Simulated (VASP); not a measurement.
Set up this calculation in VASP 6.6.1, as the native input.

```yaml
Task: single point
Functional: PBE
Potentials_or_basis: VASP PAW PBE potentials, release 64 (Cu)
Cutoff: 520 eV
k_mesh: 11 × 11 × 11
Occupations: fermi-dirac, width 0.05 eV
Spin: no spin polarisation
Dipole_correction: no
Further_INCAR_settings: ALGO = Normal; EDIFF = 1e-06; NBANDS = 18
```

The structure of Cu lies in POSCAR:

```
Cu
1.0
    0.0000000000      2.4627820114      2.4627820114
    2.4627820114      0.0000000000      2.4627820114
    2.4627820114      2.4627820114      0.0000000000
Cu
2
Direct
   -0.1250000000     -0.1250000000     -0.1250000000
    0.1250000000      0.1250000000      0.1250000000
```

One way to write it, as run:

INCAR

```
SYSTEM = Cu
  PREC = Accurate
  ENCUT = 520
  EDIFF = 1E-6
  ISMEAR = -1
  SIGMA = 0.05
  LREAL = .FALSE.
  LASPH = .TRUE.
  NELM = 80
  ALGO = Normal
  ISIF = 2
  LWAVE = .FALSE.
  LCHARG = .FALSE.
  GGA = PE
  NBANDS = 18
```

KPOINTS

```
regular mesh
0
G
  11 11 11
  0 0 0
```

Potentials or basis: VASP PAW PBE potentials, release 64 (Cu).

Run with:

```console
$ cat potpaw_PBE.64/Cu/POTCAR > POTCAR
$ mpirun -np 1 vasp_std > vasp.out
```

It gave:

| Quantity | Value |
| --- | --- |
| Pressure | 25.5 GPa |
| Band gap on the k mesh | zero (band 11 reaches 5.58 eV, above the bottom of band 12 at 4.80 eV) |

Run time: 12 s on 1 thread of Intel(R) Xeon(R) 6975P-C (Granite Rapids), with other jobs on the host, peak memory 0.16 GiB.
